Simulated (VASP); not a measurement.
# KCl (F-43m) in VASP: a series of runs

Runs on KCl. Level: LDA. Tasks: vibrations by perturbation theory.

Everything below comes from runs of VASP 6.6.1. Logs are shortened: lines on timing, memory, paths and dates and some standing lists are left out, and cuts for length are marked.

## (1) The cell of the first run

It takes space group F-43m (No. 216, cubic). The conventional cell has a = 6.434 Å, b = 6.434 Å, c = 6.434 Å, α = 90.00°, β = 90.00°, γ = 90.00°. K (site symmetry -43m) has 4 Cl at 2.79 Å within 3.7 Å. Cl (site symmetry -43m) has 4 K at 2.79 Å within 3.7 Å.

## (2) Vibrations by perturbation theory, LDA

File INCAR:

```
SYSTEM = KCl
ALGO = Normal ; EDIFF = 1E-8
ENCUT = 520 ; GGA = CA
IBRION = 8 ; ISIF = 2
ISMEAR = 0 ; LASPH = .TRUE.
LCHARG = .TRUE. ; LEPSILON = .TRUE.
LREAL = .FALSE. ; LWAVE = .FALSE.
NBANDS = 15 ; NELM = 80
NSW = 1 ; PREC = Accurate
SIGMA = 0.01
```

File KPOINTS:

```
k-points
0
G
  6 6 6
  0 0 0
```

File POSCAR:

```
KCl
1.0
    0.0000000000      3.2168000000      3.2168000000
    3.2168000000      0.0000000000      3.2168000000
    3.2168000000      3.2168000000      0.0000000000
K Cl
1 1
Direct
    0.0000000000      0.0000000000      0.0000000000
    0.2500000000      0.2500000000      0.2500000000
```

Potentials or basis: VASP PAW LDA potentials, release 64 (K_sv, Cl).

On the command line:

```console
cat potpaw_LDA.64/K_sv/POTCAR potpaw_LDA.64/Cl/POTCAR > POTCAR
mpirun -np 1 vasp_std > vasp.out
```

OUTCAR:

```text
SYSTEM = KCl
   EDIFF = 1E-8
   ENCUT = 520
   GGA = CA
   IBRION = 8
   ISIF = 2
   ISMEAR = 0
   LASPH = .TRUE.
   LEPSILON = .TRUE.
   LREAL = .FALSE.
   NELM = 80
   NSW = 1
   PREC = Accurate

 ion  position               nearest neighbor table
   1  0.000  0.000  0.000-   2 2.79   2 2.79   2 2.79   2 2.79
   2  0.250  0.250  0.250-   1 2.79   1 2.79   1 2.79   1 2.79

  LATTYP: Found a face centered cubic cell.
 ALAT       =     6.4336000000

  Lattice vectors:

 A1 = (   0.0000000000,   3.2168000000,   3.2168000000)
 A2 = (   3.2168000000,   0.0000000000,   3.2168000000)
 A3 = (   3.2168000000,   3.2168000000,   0.0000000000)

Analysis of symmetry for initial positions (statically):
=====================================================================
 Subroutine PRICEL returns:
 Original cell was already a primitive cell.

 Routine SETGRP: Setting up the symmetry group for a
 face centered cubic supercell.

 Subroutine GETGRP returns: Found 24 space group operations
 (whereof 24 operations were pure point group operations)
 out of a pool of 48 trial point group operations.

The static configuration has the point symmetry T_d .

Analysis of symmetry for dynamics (positions and initial velocities):
=====================================================================
 Subroutine PRICEL returns:
 Original cell was already a primitive cell.

 Routine SETGRP: Setting up the symmetry group for a
 face centered cubic supercell.

 Subroutine GETGRP returns: Found 24 space group operations
 (whereof 24 operations were pure point group operations)
 out of a pool of 48 trial point group operations.

The dynamic configuration has the point symmetry T_d .

 Subroutine INISYM returns: Found 24 space group operations
 (whereof 24 operations are pure point group operations),
 and found     1 'primitive' translations

[... 510 lines left out ...]
     0.00000 -6.52583 -0.00117

 MACROSCOPIC STATIC DIELECTRIC TENSOR (including local field effects in DFT)
 ------------------------------------------------------
           2.191250     0.000000    -0.000000
          -0.000000     2.191250     0.000000
          -0.000000    -0.000000     2.191250
 ------------------------------------------------------

 PIEZOELECTRIC TENSOR (including local field effects)  for field in x, y, z        (e  Angst)
          XX          YY          ZZ          XY          YZ          ZX
  --------------------------------------------------------------------------------
  x    -0.00000     0.00000     0.00000     0.00000    -0.38759     0.00000
  y    -0.00000     0.00000    -0.00000     0.00000     0.00000    -0.38759
  z     0.00000     0.00000    -0.00000    -0.38759     0.00000     0.00000

 PIEZOELECTRIC TENSOR (including local field effects)  for field in x, y, z        (C/m^2)
          XX          YY          ZZ          XY          YZ          ZX
  --------------------------------------------------------------------------------
  x    -0.00000     0.00000     0.00000     0.00000    -0.09328     0.00000
  y    -0.00000     0.00000    -0.00000     0.00000     0.00000    -0.09328
  z     0.00000     0.00000    -0.00000    -0.09328     0.00000     0.00000

 BORN EFFECTIVE CHARGES (including local field effects) (in |e|, cummulative output)
 ---------------------------------------------------------------------------------
 ion    1
    1     1.00497     0.00000     0.00000
    2     0.00000     1.00497    -0.00000
    3     0.00000    -0.00000     1.00497
 ion    2
    1    -1.00497     0.00000    -0.00000
    2     0.00000    -1.00497     0.00000
    3    -0.00000     0.00000    -1.00497

 INTERNAL STRAIN TENSOR FOR ION    2 for displacements in x,y,z  (eV/Angst):
          X           Y           Z          XY          YZ          ZX
  --------------------------------------------------------------------------------
  x     0.00000    -0.00000    -0.00000     0.00000    -6.52583     0.00000
  y     0.00000     0.00000     0.00000     0.00000     0.00000    -6.52583
  z    -0.00000    -0.00000     0.00000    -6.52583     0.00000     0.00000

 SECOND DERIVATIVES (NOT SYMMETRIZED)
 ------------------------------------
               1X          1Y          1Z          2X          2Y          2Z
  1X    -3.614225    0.000000    0.000000    3.614225    0.000000    0.000000
  1Y     0.000000   -3.614225    0.000000    0.000000    3.614225    0.000000
  1Z     0.000000    0.000000   -3.614225    0.000000    0.000000    3.614225
  2X     3.611197    0.000000    0.000000   -3.611197    0.000000    0.000000
  2Y     0.000000    3.611197    0.000000    0.000000   -3.611197    0.000000
  2Z     0.000000    0.000000    3.611197    0.000000    0.000000   -3.611197

 Eigenvectors and eigenvalues of the dynamical matrix
 ----------------------------------------------------

   1 f  =    6.891058 THz    43.297792 2PiTHz  229.860940 cm-1    28.499112 meV
             X         Y         Z           dx          dy          dz
      0.000000  0.000000  0.000000     0.279047   -0.630790   -0.000000
      1.608400  1.608400  1.608400    -0.292918    0.662145    0.000000
[... 21 lines left out ...]
   6 f/i=    0.001442 THz     0.009061 2PiTHz    0.048105 cm-1     0.005964 meV
             X         Y         Z           dx          dy          dz
      0.000000  0.000000  0.000000    -0.133035    0.614641   -0.358824
      1.608400  1.608400  1.608400    -0.126735    0.585535   -0.341832

--------------------------------------------------------------------------------------------------------

 MACROSCOPIC STATIC DIELECTRIC TENSOR IONIC CONTRIBUTION
 ------------------------------------------------------
           0.759866    -0.000000     0.000000
          -0.000000     0.759866    -0.000000
           0.000000    -0.000000     0.759866
 ------------------------------------------------------

 ELASTIC MODULI CONTR FROM IONIC RELAXATION (kBar)
 Direction    XX          YY          ZZ          XY          YZ          ZX
 --------------------------------------------------------------------------------
 XX          -0.0000     -0.0000      0.0000     -0.0000      0.0000      0.0000
 YY          -0.0000     -0.0000     -0.0000     -0.0000     -0.0000      0.0000
 ZZ           0.0000     -0.0000     -0.0000      0.0000     -0.0000      0.0000
 XY          -0.0000     -0.0000      0.0000   -280.9432      0.0000      0.0000
 YZ           0.0000     -0.0000     -0.0000      0.0000   -280.9432      0.0000
 ZX           0.0000      0.0000      0.0000      0.0000      0.0000   -280.9432
 --------------------------------------------------------------------------------

 PIEZOELECTRIC TENSOR IONIC CONTR  for field in x, y, z        (C/m^2)
          XX          YY          ZZ          XY          YZ          ZX
  --------------------------------------------------------------------------------
  x    -0.00000     0.00000     0.00000     0.00000     0.43476     0.00000
  y    -0.00000    -0.00000    -0.00000    -0.00000     0.00000     0.43476
  z     0.00000     0.00000    -0.00000     0.43476     0.00000    -0.00000
```

Run time: 4.4 min. Hardware: 1 thread of Intel Xeon 6975P-C (Granite Rapids), shared host; peak memory 0.28 GiB.

What came out:

* Electronic dielectric tensor (diagonal): 2.19
* Born charges (mean of the diagonal): K +1.00; Cl -1.00 e
* Highest phonon frequency at Γ, LO-TO splitting left out: 230 cm⁻¹

Phonon frequencies in cm⁻¹ (negative: imaginary):
```tsv
q point	frequencies
(0.000, 0.000, 0.000)	0 0 0 230 230 230
```

Electronic dielectric tensor:
```
2.19 0.00 0.00
0.00 2.19 0.00
0.00 0.00 2.19
```

Born effective charge tensors (e):
atom 1, K
```
1.00 0.00 0.00
0.00 1.00 0.00
0.00 0.00 1.00
```
atom 2, Cl
```
-1.00  0.00  0.00
 0.00 -1.00  0.00
 0.00  0.00 -1.00
```

Caveat: the cell wasn't relaxed at this level first, which shifts response properties.

## (3) Vibrations by perturbation theory, LDA

This run uses another cell than the first one, of 41.32 Å³/atom, 1.241 times its volume.

File INCAR:

```
PREC = Accurate
ENCUT = 520
EDIFF = 1E-8
ISMEAR = 0
SIGMA = 0.01
LREAL = F
LASPH = T
NELM = 60
ALGO = Normal
ISIF = 2
LWAVE = F
LCHARG = F
GGA = CA
IBRION = 8
NSW = 1
LEPSILON = T
```

File KPOINTS:

```
Automatic mesh
0
Gamma
  6 6 6
```

File POSCAR:

```
KCl
1.0
    0.0000000000      3.4573000000      3.4573000000
    3.4573000000      0.0000000000      3.4573000000
    3.4573000000      3.4573000000      0.0000000000
K Cl
1 1
Direct
    0.0000000000      0.0000000000      0.0000000000
    0.2500000000      0.2500000000      0.2500000000
```

Potentials or basis: VASP PAW LDA potentials, release 64 (K_sv, Cl).

On the command line:

```console
cat potpaw_LDA.64/K_sv/POTCAR potpaw_LDA.64/Cl/POTCAR > POTCAR
mpirun -np 1 vasp_std > vasp.out
```

OUTCAR:

```text
PREC = Accurate
   ENCUT = 520
   EDIFF = 1E-8
   ISMEAR = 0
   LREAL = F
   LASPH = T
   NELM = 60
   ISIF = 2
   GGA = CA
   IBRION = 8
   NSW = 1
   LEPSILON = T

 ion  position               nearest neighbor table
   1  0.000  0.000  0.000-   2 2.99   2 2.99   2 2.99   2 2.99
   2  0.250  0.250  0.250-   1 2.99   1 2.99   1 2.99   1 2.99

  LATTYP: Found a face centered cubic cell.
 ALAT       =     6.9146000000

  Lattice vectors:

 A1 = (   0.0000000000,   3.4573000000,   3.4573000000)
 A2 = (   3.4573000000,   0.0000000000,   3.4573000000)
 A3 = (   3.4573000000,   3.4573000000,   0.0000000000)

Analysis of symmetry for initial positions (statically):
=====================================================================
 Subroutine PRICEL returns:
 Original cell was already a primitive cell.

[... 527 lines left out ...]
  z    -0.00000    -0.00000    -0.00000    -2.40106     0.00000     0.00000

 SECOND DERIVATIVES (NOT SYMMETRIZED)
 ------------------------------------
               1X          1Y          1Z          2X          2Y          2Z
  1X    -1.610378    0.000000    0.000000    1.610378    0.000000    0.000000
  1Y     0.000000   -1.610378    0.000000    0.000000    1.610378    0.000000
  1Z     0.000000    0.000000   -1.610378    0.000000    0.000000    1.610378
  2X     1.612930    0.000000    0.000000   -1.612930    0.000000    0.000000
  2Y     0.000000    1.612930    0.000000    0.000000   -1.612930    0.000000
  2Z     0.000000    0.000000    1.612930    0.000000    0.000000   -1.612930

 Eigenvectors and eigenvalues of the dynamical matrix
 ----------------------------------------------------

   1 f  =    4.602757 THz    28.919976 2PiTHz  153.531453 cm-1    19.035466 meV
             X         Y         Z           dx          dy          dz
      0.000000  0.000000  0.000000    -0.689318   -0.000000    0.000000
      1.728650  1.728650  1.728650     0.724459   -0.000000    0.000000
[... 21 lines left out ...]
   6 f/i=    0.001820 THz     0.011434 2PiTHz    0.060699 cm-1     0.007526 meV
             X         Y         Z           dx          dy          dz
      0.000000  0.000000  0.000000     0.720156   -0.000000    0.078843
      1.728650  1.728650  1.728650     0.685223   -0.000000    0.075018

--------------------------------------------------------------------------------------------------------

 MACROSCOPIC STATIC DIELECTRIC TENSOR IONIC CONTRIBUTION
 ------------------------------------------------------
           1.454330    -0.000000    -0.000000
          -0.000000     1.454330     0.000000
          -0.000000     0.000000     1.454330
 ------------------------------------------------------

 ELASTIC MODULI CONTR FROM IONIC RELAXATION (kBar)
 Direction    XX          YY          ZZ          XY          YZ          ZX
 --------------------------------------------------------------------------------
 XX          -0.0000     -0.0000     -0.0000     -0.0000     -0.0000      0.0000
 YY          -0.0000     -0.0000     -0.0000     -0.0000     -0.0000     -0.0000
 ZZ          -0.0000     -0.0000     -0.0000     -0.0000     -0.0000      0.0000
 XY          -0.0000     -0.0000     -0.0000    -68.4765      0.0000      0.0000
 YZ          -0.0000     -0.0000     -0.0000      0.0000    -68.4765      0.0000
 ZX           0.0000     -0.0000      0.0000      0.0000      0.0000    -68.4765
 --------------------------------------------------------------------------------

 PIEZOELECTRIC TENSOR IONIC CONTR  for field in x, y, z        (C/m^2)
          XX          YY          ZZ          XY          YZ          ZX
  --------------------------------------------------------------------------------
  x     0.00000     0.00000     0.00000    -0.00000     0.29694    -0.00000
  y    -0.00000     0.00000    -0.00000    -0.00000     0.00000     0.29694
  z     0.00000     0.00000     0.00000     0.29694     0.00000     0.00000
```

Wall time 3.3 min (1 thread of Intel Xeon 6975P-C (Granite Rapids), shared host); peak memory 0.29 GiB.

Results:

| Quantity | Value |
| --- | --- |
| Electronic dielectric tensor (diagonal) | 2.00 |
| Born charges (mean of the diagonal) | K +1.03; Cl -1.03 e |
| Highest phonon frequency at Γ, LO-TO splitting left out | 154 cm⁻¹ |

Phonon frequencies in cm⁻¹ (negative: imaginary):
| q point | frequencies |
| --- | --- |
| (0.000, 0.000, 0.000) | 0 0 0 154 154 154 |

Electronic dielectric tensor:
```
2.00 0.00 0.00
0.00 2.00 0.00
0.00 0.00 2.00
```

Born effective charge tensors (e):
atom 1, K
```
1.03 0.00 0.00
0.00 1.03 0.00
0.00 0.00 1.03
```
atom 2, Cl
```
-1.03  0.00  0.00
 0.00 -1.03  0.00
 0.00  0.00 -1.03
```

## (4) Vibrations by perturbation theory, LDA

This run uses another cell than the first one, of 44.14 Å³/atom, 1.326 times its volume.

File INCAR:

```
SYSTEM = KCl
PREC     = Accurate       ! precision mode
ENCUT    = 520            ! plane-wave cutoff, eV
EDIFF    = 1E-8           ! SCF threshold, eV
ISMEAR   = 0              ! smearing method
SIGMA    = 0.01           ! smearing width, eV
LREAL    = .False.        ! projectors in reciprocal space
LASPH    = .True.         ! aspherical terms in the spheres
NELM     = 100            ! most SCF steps
ALGO     = Normal         ! electronic algorithm
ISIF     = 2              ! what is computed and relaxed
LWAVE    = .False.        ! write WAVECAR
LCHARG   = .True.         ! write CHGCAR
GGA      = CA             ! functional
IBRION   = 8              ! ionic algorithm
NSW      = 1              ! ionic steps
LEPSILON = .True.         ! dielectric tensor by DFPT
```

File KPOINTS:

```
Automatic mesh
0
Gamma
  6 6 6
  0 0 0
```

File POSCAR:

```
KCl
1.0
    0.0000000000      3.5341000000      3.5341000000
    3.5341000000      0.0000000000      3.5341000000
    3.5341000000      3.5341000000      0.0000000000
K Cl
1 1
Direct
    0.0000000000      0.0000000000      0.0000000000
    0.2500000000      0.2500000000      0.2500000000
```

Potentials or basis: VASP PAW LDA potentials, release 64 (K_sv, Cl).

On the command line:

```console
cat potpaw_LDA.64/K_sv/POTCAR potpaw_LDA.64/Cl/POTCAR > POTCAR
mpirun -np 1 vasp_std > vasp.out
```

OUTCAR:

```text
SYSTEM = KCl
   PREC = Accurate
   ENCUT = 520
   EDIFF = 1E-8
   ISMEAR = 0
   LREAL = .False.
   LASPH = .True.
   NELM = 100
   ISIF = 2
   GGA = CA
   IBRION = 8
   NSW = 1
   LEPSILON = .True.

 ion  position               nearest neighbor table
   1  0.000  0.000  0.000-   2 3.06   2 3.06   2 3.06   2 3.06
   2  0.250  0.250  0.250-   1 3.06   1 3.06   1 3.06   1 3.06

  LATTYP: Found a face centered cubic cell.
[... 559 lines left out ...]
      1.767050  1.767050  1.767050     0.000000   -0.723420    0.000000
[... 21 lines left out ...]
   6 f/i=    0.004417 THz     0.027751 2PiTHz    0.147327 cm-1     0.018266 meV
             X         Y         Z           dx          dy          dz
      0.000000  0.000000  0.000000     0.000000    0.000000    0.723420
      1.767050  1.767050  1.767050     0.000000    0.000000    0.690408

--------------------------------------------------------------------------------------------------------

 MACROSCOPIC STATIC DIELECTRIC TENSOR IONIC CONTRIBUTION
 ------------------------------------------------------
           1.855306    -0.000000     0.000000
          -0.000000     1.855306     0.000000
           0.000000     0.000000     1.855306
 ------------------------------------------------------

 ELASTIC MODULI CONTR FROM IONIC RELAXATION (kBar)
 Direction    XX          YY          ZZ          XY          YZ          ZX
 --------------------------------------------------------------------------------
 XX          -0.0000      0.0000      0.0000      0.0000     -0.0000      0.0000
 YY           0.0000     -0.0000      0.0000      0.0000      0.0000     -0.0000
 ZZ           0.0000      0.0000     -0.0000     -0.0000      0.0000      0.0000
 XY           0.0000      0.0000     -0.0000    -35.3911      0.0000      0.0000
 YZ          -0.0000      0.0000      0.0000      0.0000    -35.3911      0.0000
 ZX           0.0000     -0.0000      0.0000      0.0000      0.0000    -35.3911
 --------------------------------------------------------------------------------

 PIEZOELECTRIC TENSOR IONIC CONTR  for field in x, y, z        (C/m^2)
          XX          YY          ZZ          XY          YZ          ZX
  --------------------------------------------------------------------------------
  x     0.00000     0.00000     0.00000     0.00000     0.24112     0.00000
  y    -0.00000     0.00000     0.00000     0.00000    -0.00000     0.24112
  z     0.00000     0.00000     0.00000     0.24112     0.00000     0.00000
```

OSZICAR:

```text
N       E                     dE             d eps       ncg     rms          rms(c)
DAV:   1     0.108598318341E+03    0.10860E+03   -0.66886E+03   384   0.113E+03
DAV:   2     0.225782735154E+01   -0.10634E+03   -0.97421E+02   480   0.278E+02
[... 238 lines left out ...]
RMM:  11    -0.197961767263E+00   -0.37314E-06   -0.58213E-06  2849   0.235E-04    0.184E-05
RMM:  12    -0.197961663799E+00    0.10346E-06    0.11005E-06  2945   0.140E-04    0.848E-06
RMM:  13    -0.197961642751E+00    0.21048E-07   -0.67913E-07  2928   0.959E-05    0.448E-06
RMM:  14    -0.197961617485E+00    0.25266E-07   -0.35827E-09  2822   0.809E-05    0.271E-06
RMM:  15    -0.197961622057E+00   -0.45721E-08   -0.28647E-07  2789   0.738E-05    0.198E-06
RMM:  16    -0.197961618714E+00    0.33425E-08   -0.84863E-08  2448   0.699E-05    0.970E-07
 Linear response finished
```

stdout:

```text
POSCAR found type information on POSCAR K Cl
 POSCAR found :  2 types and       2 ions
 scaLAPACK will be used
 LDA part: xc-table for (Slater(with rela. corr.)+CA(PZ))
 , standard interpolation
 POSCAR, INCAR and KPOINTS ok, starting setup
 FFT: planning ... GRIDC
 FFT: planning ... GRID_SOFT
 FFT: planning ... GRID
 WAVECAR not read
 entering main loop
[... 23 lines left out ...]
  Direction:   3
 dielectric tensor                  component  3 :     0.024     0.030     1.945
 Linear response DOF=           2
 Linear response progress:
 first order change of Fermi-energy  -0.89171E+01
 force on displaced ion       1 direction 1 :  -1.205   0.000   0.000
 Born effective charge ion    1 direction 1 :   1.044   0.000   0.000
 Linear response progress:
 first order change of Fermi-energy   0.89172E+01
 force on displaced ion       2 direction 1 :  -1.200  -0.000  -0.000
 Born effective charge ion    2 direction 1 :  -1.043   0.000   0.000
 Born effective charges drift removed
 Linear response finished
```

Wall time 6 min (1 thread of Intel Xeon 6975P-C (Granite Rapids), shared host); peak memory 0.33 GiB.

What came out:

```
Electronic dielectric tensor (diagonal)                 : 1.95
Born charges (mean of the diagonal)                     : K +1.04; Cl -1.04 e
Highest phonon frequency at Γ, LO-TO splitting left out : 133 cm⁻¹
```

Phonon frequencies in cm⁻¹ (negative: imaginary):
```csv
q point,frequencies
"(0.000, 0.000, 0.000)",0 0 0 133 133 133
```

Electronic dielectric tensor:
```
1.95 0.00 0.00
0.00 1.95 0.00
0.00 0.00 1.95
```

Born effective charge tensors (e):
atom 1, K
```
1.04 0.00 0.00
0.00 1.04 0.00
0.00 0.00 1.04
```
atom 2, Cl
```
-1.04  0.00  0.00
 0.00 -1.04  0.00
 0.00  0.00 -1.04
```

Caveat: the cell wasn't relaxed at this level first, which shifts response properties.
